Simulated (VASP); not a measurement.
# TeRu (Pm-3m) in VASP: relaxation of cell and atoms with PBE

Aim: the relaxation of cell and atoms of TeRu with PBE.

Everything below comes from runs of VASP 6.6.1. Logs are shortened: lines on timing, memory, paths and dates and some standing lists are left out, and cuts for length are marked.

## Step 1: The cell of the first run

It takes space group Pm-3m (No. 221, cubic). The conventional cell has a = 3.317 Å, b = 3.317 Å, c = 3.317 Å, α = 90.00°, β = 90.00°, γ = 90.00°. Within 3.8 Å of Te (site symmetry m-3m) lie 8 Ru at 2.87 Å and 6 Te at 3.32 Å. Ru (site symmetry m-3m) has 8 Te at 2.87 Å and 6 Ru at 3.32 Å within 3.8 Å.

The cell was built from a structure type or drawn by symmetry, and may not be a known phase.

## Step 2: Relaxation of cell and atoms, PBE, collinear spin, ferromagnetic start

Contents of INCAR:

```
SYSTEM = TeRu
PREC = Accurate ; ENCUT = 500
EDIFF = 1E-7 ; ISMEAR = 0
SIGMA = 0.1 ; LREAL = .False.
LASPH = .True. ; NELM = 200
ALGO = Normal ; ISIF = 3
LWAVE = .False. ; LCHARG = .False.
ISPIN = 2 ; MAGMOM = 0 0.84
LORBIT = 11 ; LMAXMIX = 4
GGA = PE ; IBRION = 2
NSW = 100 ; EDIFFG = -0.01
GGA_COMPAT = .False. ; NELMIN = 4
```

Contents of KPOINTS:

```
regular mesh
0
Gamma
  16 16 16
  0 0 0
```

Contents of POSCAR:

```
TeRu
1.0
    3.3170758072      0.0000000000      0.0000000000
    0.0000000000      3.3170758072      0.0000000000
    0.0000000000      0.0000000000      3.3170758072
Te Ru
1 1
Direct
    0.0000000000      0.0000000000      0.0000000000
    0.5000000000      0.5000000000      0.5000000000
```

Potentials or basis: VASP PAW PBE potentials, release 64 (Te, Ru_pv).

Started as:

```bash
$ cat potpaw_PBE.64/Te/POTCAR potpaw_PBE.64/Ru_pv/POTCAR > POTCAR
$ mpirun -np 1 vasp_std > vasp.out
```

OUTCAR:

```text
SYSTEM = TeRu
   PREC = Accurate
   ENCUT = 500
   EDIFF = 1E-7
   ISMEAR = 0
   LREAL = .False.
   LASPH = .True.
   NELM = 200
   ISIF = 3
   ISPIN = 2
   LORBIT = 11
   GGA = PE
   IBRION = 2
   NSW = 100
   EDIFFG = -0.01
   NELMIN = 4

 ion  position               nearest neighbor table
   1  0.000  0.000  0.000-   2 2.87   2 2.87   2 2.87   2 2.87   2 2.87   2 2.87   2 2.87   2 2.87

   2  0.500  0.500  0.500-   1 2.87   1 2.87   1 2.87   1 2.87   1 2.87   1 2.87   1 2.87   1 2.87

  LATTYP: Found a simple cubic cell.
 ALAT       =     3.3170758072

  Lattice vectors:

 A1 = (   3.3170758072,   0.0000000000,   0.0000000000)
 A2 = (   0.0000000000,   3.3170758072,   0.0000000000)
 A3 = (   0.0000000000,   0.0000000000,   3.3170758072)

Analysis of symmetry for initial positions (statically):
=====================================================================
 Subroutine PRICEL returns:
 Original cell was already a primitive cell.

 Routine SETGRP: Setting up the symmetry group for a
 simple cubic supercell.

 Subroutine GETGRP returns: Found 48 space group operations
 (whereof 48 operations were pure point group operations)
 out of a pool of 48 trial point group operations.

The static configuration has the point symmetry O_h .

Analysis of symmetry for dynamics (positions and initial velocities):
=====================================================================
 Subroutine PRICEL returns:
 Original cell was already a primitive cell.

 Routine SETGRP: Setting up the symmetry group for a
 simple cubic supercell.

 Subroutine GETGRP returns: Found 48 space group operations
 (whereof 48 operations were pure point group operations)
 out of a pool of 48 trial point group operations.

The dynamic configuration has the point symmetry O_h .

Analysis of structural, dynamic, and magnetic symmetry:
=====================================================================
 Subroutine PRICEL returns:
 Original cell was already a primitive cell.

 Routine SETGRP: Setting up the symmetry group for a
 simple cubic supercell.

 Subroutine GETGRP returns: Found 48 space group operations
 (whereof 48 operations were pure point group operations)
 out of a pool of 48 trial point group operations.

The overall configuration has the point symmetry O_h .

 Subroutine INISYM returns: Found 48 space group operations
 (whereof 48 operations are pure point group operations),
 and found     1 'primitive' translations

----------------------------------------------------------------------------------------

                                     Primitive cell

  volume of cell :      36.4978

  direct lattice vectors                    reciprocal lattice vectors
     3.317075807  0.000000000  0.000000000     0.301470349  0.000000000  0.000000000
     0.000000000  3.317075807  0.000000000     0.000000000  0.301470349  0.000000000
     0.000000000  0.000000000  3.317075807     0.000000000  0.000000000  0.301470349

  length of vectors
     3.317075807  3.317075807  3.317075807     0.301470349  0.301470349  0.301470349

  position of ions in fractional coordinates (direct lattice)
     0.000000000  0.000000000  0.000000000
     0.500000000  0.500000000  0.500000000

  ion indices of the primitive-cell ions
   primitive index   ion index
                 1           1
                 2           2

----------------------------------------------------------------------------------------

 KPOINTS: regular mesh

Automatic generation of k-mesh.
 Grid dimensions read from file:
 generate k-points for:   16   16   16

 Generating k-lattice:

  Cartesian coordinates                     Fractional coordinates (reciprocal lattice)
     0.018841897  0.000000000  0.000000000     0.062500000  0.000000000  0.000000000
     0.000000000  0.018841897  0.000000000     0.000000000  0.062500000  0.000000000
     0.000000000  0.000000000  0.018841897     0.000000000  0.000000000  0.062500000

  Length of vectors
     0.018841897  0.018841897  0.018841897

  Shift w.r.t. Gamma in fractional coordinates (k-lattice)
     0.000000000  0.000000000  0.000000000

 Subroutine IBZKPT returns following result:
 ===========================================

 Found    165 irreducible k-points:

 Following reciprocal coordinates:
            Coordinates               Weight
  0.000000  0.000000  0.000000      1.000000
  0.062500  0.000000  0.000000      6.000000
  0.125000  0.000000  0.000000      6.000000
  0.187500  0.000000  0.000000      6.000000
  0.250000  0.000000  0.000000      6.000000
  0.312500  0.000000  0.000000      6.000000
[... 16 lines left out ...]
  0.437500  0.125000  0.000000     24.000000
  0.500000  0.125000  0.000000     12.000000
 [... further k-points ...]
   k-points           NKPTS =    165   k-points in BZ     NKDIM =    165   number of bands    NBANDS=     14
   number of dos      NEDOS =    301   number of ions     NIONS =      2
   total plane-waves  NPLWV =  13824
   dimension x,y,z NGX =    24 NGY =   24 NGZ =   24
   dimension x,y,z NGXF=    48 NGYF=   48 NGZF=   48
   ions per type =               1   1
   NGX,Y,Z   is equivalent  to a cutoff of  12.03, 12.03, 12.03 a.u.
   NGXF,Y,Z  is equivalent  to a cutoff of  24.06, 24.06, 24.06 a.u.
 SYSTEM =  TeRu
   PREC   = accura    normal or accurate (medium, high low for compatibility)
   ISTART =      0    job   : 0-new  1-cont  2-samecut
   ICHARG =      2    charge: 1-file 2-atom 10-const
   ISPIN  =      2    spin polarized calculation?
   LNONCOLLINEAR =      F non collinear calculations
   LSORBIT =      F    spin-orbit coupling
   LASPH  =      T    aspherical Exc in radial PAW
   ENCUT  =  500.0 eV  36.75 Ry    6.06 a.u.   6.05  6.05  6.05*2*pi/ulx,y,z
   NELM   =    200;   NELMIN=  4; NELMDL= -5     # of ELM steps
   EDIFF  = 0.1E-06   stopping-criterion for ELM
   LREAL  =      F    real-space projection
   EDIFFG = -.1E-01   stopping-criterion for IOM
   NSW    =    100    number of steps for IOM
   IBRION =      2    ionic relax: 0-MD 1-quasi-New 2-CG
   NFREE  =      1    steps in history (QN), initial steepest desc. (CG)
   ISIF   =      3    stress and relaxation
   ISYM   =      2    0-nonsym 1-usesym 2-fastsym
   POTIM  = 0.5000    time-step for ionic-motion
   TEBEG  =    0.0;   TEEND  =   0.0 temperature during run
   PSTRESS=    0.0 pullay stress
   NELECT =      20.0000    total number of electrons
   NUPDOWN=      -1.0000    fix difference up-down
   EMIN   =  10.00;   EMAX   =-10.00  energy-range for DOS
   EFERMI =   0.00;   METHOD = LEGACY
   ISMEAR =     0;   SIGMA  =   0.10  broadening in eV -4-tet -1-fermi 0-gaus
   EFERMI_NEDOS =   21; number of points for ismear=-14 and -15
   IALGO  =     38    algorithm
   IMIX   =      4    mixing-type and parameters
     AMIX     =   0.40;   BMIX     =  1.00
     AMIX_MAG =   1.60;   BMIX_MAG =  1.00
  volume/ion in A,a.u.               =      18.25       123.15
  Fermi-wavevector in a.u.,A,eV,Ry     =   1.339665  2.531599 24.418395  1.794701
  Thomas-Fermi vector in A             =   2.468039
   LORBIT       =     11    0 simple, 1 ext, 2 COOP (PROOUT), +10 PAW based schemes
   GGA     = PE    functional components
   LHFCALC =     F    Hartree Fock is set to
   AEXX    =    0.0000 exact exchange contribution
   IVDW    =     0    specifies the selected vdW correction
   LEPSILON=     F    determine dielectric tensor
   LRPA    =     F    only Hartree local field effects (RPA)
 conjugate gradient relaxation of ions
 spin polarized calculation
 Gauss-broadening in eV      SIGMA  =   0.10
  energy-cutoff  :      500.00
  volume of cell :       36.50
 maximum number of plane-waves:       952
   NGX = 13   NGY = 13   NGZ = 13

--------------------------------------- Ionic step        1  -------------------------------------------

 number of electron      19.9999990 magnetization       0.7293526

 Free energy of the ion-electron system (eV)
  ---------------------------------------------------
  ext. energy  EPLUGINS =         0.00000000
  ---------------------------------------------------
  free energy    TOTEN  =       -11.59418386 eV

  energy without entropy =      -11.58313301  energy(sigma->0) =      -11.58865844

------------------------ aborting loop because EDIFF is reached ----------------------------------------

  FORCE on cell =-STRESS in cart. coord.  units (eV):
  Direction    XX          YY          ZZ          XY          YZ          ZX
  --------------------------------------------------------------------------------------
  -------------------------------------------------------------------------------------
  Total        0.1682030      0.1682030      0.1682030     -0.0000000     -0.0000000     -0.0000000
  in kB        7.3837695      7.3837695      7.3837695     -0.0000000     -0.0000000     -0.0000000
  external PRESSURE =       7.3837695 kB  Pullay stress =       0.0000000 kB
[... 57 lines left out ...]
  energy  without entropy=      -11.5829178338  energy(sigma->0) =      -11.58836597

--------------------------------------- Ionic step        3  -------------------------------------------

 number of electron      19.9999990 magnetization       0.7377033

 Free energy of the ion-electron system (eV)
  ---------------------------------------------------
  ext. energy  EPLUGINS =         0.00000000
  ---------------------------------------------------
  free energy    TOTEN  =       -11.59461589 eV

  energy without entropy =      -11.58363543  energy(sigma->0) =      -11.58912566

 E-fermi :  11.8355     XC(G=0): -12.2117

 val. band max:       11.8324806635   @ k =   0.3750   0.0000   0.0000
 cond. band min:      11.8367403585   @ k =   0.4375   0.4375   0.0000
 fundamental gap:      0.0042596951
 Fermi energy:        11.8355093788

 spin component 1

 k-point     1 :       0.0000    0.0000    0.0000
  band No.  band energies     occupation
      1     -30.8197      1.00000
      2     -30.8197      1.00000
      3     -30.8197      1.00000
      4      -2.9047      1.00000
      5       8.1519      1.00000
      6       8.1519      1.00000
      7      10.6971      1.00000
      8      10.6971      1.00000
      9      10.6971      1.00000
     10      10.9471      1.00000
     11      10.9471      1.00000
     12      10.9471      1.00000
     13      15.5332      0.00000
     14      19.2442      0.00000
[... 376 lines left out ...]
  band No.  band energies     occupation
      1     -30.8846      1.00000
      2     -30.8227      1.00000
      3     -30.8126      1.00000
      4      -0.9242      1.00000
      5       3.8705      1.00000
      6       8.0867      1.00000
      7       8.5543      1.00000
      8       8.7222      1.00000
      9      10.6030      1.00000
     10      11.5334      0.99999
     11      14.0307      0.00000
     12      15.2882      0.00000
     13      17.3261      0.00000
     14      17.6362      0.00000

 [... further k-points ...]

 spin component 2

 k-point     1 :       0.0000    0.0000    0.0000
  band No.  band energies     occupation
      1     -30.2673      1.00000
      2     -30.2673      1.00000
      3     -30.2673      1.00000
      4      -2.8918      1.00000
      5       8.6693      1.00000
      6       8.6693      1.00000
      7      10.9555      1.00000
      8      10.9555      1.00000
      9      10.9555      1.00000
     10      11.0656      1.00000
     11      11.0656      1.00000
     12      11.0656      1.00000
     13      15.7034      0.00000
     14      19.4312      0.00000
[... 420 lines left out ...]
  FREE ENERGIE OF THE ION-ELECTRON SYSTEM (eV)
  ---------------------------------------------------
  free  energy   TOTEN  =       -11.5946158861 eV

  energy  without entropy=      -11.5836354269  energy(sigma->0) =      -11.58912566

 reached required accuracy - stopping structural energy minimisation

 total charge

# of ion       s       p       d       tot
------------------------------------------
    1        1.412   1.783   0.136   3.331
    2        0.237   6.151   6.151  12.539
--------------------------------------------------
tot          1.650   7.934   6.287  15.871

 magnetization (x)

# of ion       s       p       d       tot
------------------------------------------
    1        0.014   0.003  -0.005   0.012
    2        0.007   0.001   0.713   0.722
--------------------------------------------------
tot          0.021   0.004   0.708   0.733
```

Run time: 5.1 min. Hardware: 1 thread of Intel Xeon 8259CL, shared host; peak memory 0.26 GiB.

What came out:

```
Free energy                                           : -11.5946 eV
Relaxed volume                                        : 18.34 Å³/atom
Relaxed cell                                          : a = 3.323 Å, b = 3.323 Å, c = 3.323 Å, α = 90.00°, β = 90.00°, γ = 90.00°
Space group after relaxing (to 0.1 Å)                 : Pm-3m (No. 221)
Energy gained by relaxing                             : 0.2 meV/atom
Ionic steps                                           : 3
Pressure after relaxing                               : 0.0 GPa
Net moment                                            : 0.74 μB per cell
Site moments                                          : Te +0.01; Ru +0.72 μB
Valence electrons inside the program's atomic spheres : Te 3.33; Ru 12.54
```

Step by step:
| step | energy change (eV) | largest force (eV/Å) | pressure (GPa) | volume (Å³) |
| --- | --- | --- | --- | --- |
| 1 | 0.0000 | 0.0000 | 0.74 | 36.50 |
| 2 | 0.0004 | 0.0000 | -0.95 | 36.94 |
| 3 | -0.0004 | 0.0000 | 0.00 | 36.68 |

Final structure:
```
CELL_PARAMETERS angstrom
3.32267 0.00000 0.00000
0.00000 3.32267 0.00000
0.00000 0.00000 3.32267
ATOMIC_POSITIONS crystal
Te 0.00000 0.00000 0.00000
Ru 0.50000 0.50000 0.50000
```

Caveat: spin-orbit coupling is left out, which moves the levels of the heavy elements.
